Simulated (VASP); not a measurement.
Here is a VASP 6.6.1 calculation.

Contents of INCAR:

```
PREC = Accurate ; ENCUT = 520
EDIFF = 1E-6 ; ISMEAR = 0
SIGMA = 0.15 ; LREAL = F
LASPH = T ; NELM = 80
ALGO = Normal ; ISIF = 2
LWAVE = F ; LCHARG = F
GGA = PS ; NBANDS = 9
```

The input KPOINTS:

```
Automatic mesh
0
Gamma
  24 24 14
```

POSCAR

```
Be
1.0
    2.2995019849      0.0000000000      0.0000000000
   -1.1497509925      1.9914271350      0.0000000000
    0.0000000000      0.0000000000      3.7809450000
Be
2
Direct
    0.3333333333      0.6666666667      0.2500000000
    0.6666666667      0.3333333333      0.7500000000
```

Potentials or basis: VASP PAW PBE potentials, release 64 (Be).

The run is started by

```console
$ cat potpaw_PBE.64/Be/POTCAR > POTCAR
$ mpirun -np 1 vasp_std > vasp.out
```

Question: Estimate the pressure.

Answer: -10.3 GPa.

Question: Estimate the band gap on the k mesh.

Answer: Zero (band 2 reaches 7.18 eV, above the bottom of band 3 at 5.49 eV).

Stress tensor (GPa, compression positive):
```
 -5.89   0.00   0.00
  0.00  -5.89   0.00
  0.00   0.00 -19.22
```

Caveat: the cell differs from its parent crystal (strain +0.000 along x and y, +0.050 along z); the PAW data sets were made with another functional, which shifts forces and pressure a little.
